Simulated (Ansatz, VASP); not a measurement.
One calculation of BN, two programs

```
B N
1.0
     0.00000    1.64231    1.64231
     1.64231    0.00000    1.64231
     1.64231    1.64231    0.00000
B N
1 1
Direct
  0.00000 0.00000 0.00000
  0.25000 0.25000 0.25000
```

Alike in both runs: task single point; functional LDA; k mesh 10 × 10 × 10; no spin polarisation.

|  | VASP | Ansatz |
| --- | --- | --- |
| version | VASP 6.6.1 | Ansatz 0.2.0 |
| potentials or method | VASP PAW LDA potentials, release 64 (B, N), cutoff 600 eV | scalar-relativistic, plane waves, PAW |
| occupations | gaussian, width 0.01 eV | fixed |
| valence electrons in the cell | 8 | 8 |

Ansatz gave:

- gap on the k mesh at the Fermi level (eV): 4.67
- least direct gap on the mesh (eV): 10.06

Estimate VASP's values.

gap on the k mesh at the Fermi level (eV): 4.64; least direct gap on the mesh (eV): 10.05.

LDA's correlation is that of Perdew and Zunger in VASP and of Perdew and Wang (1992) in Ansatz.
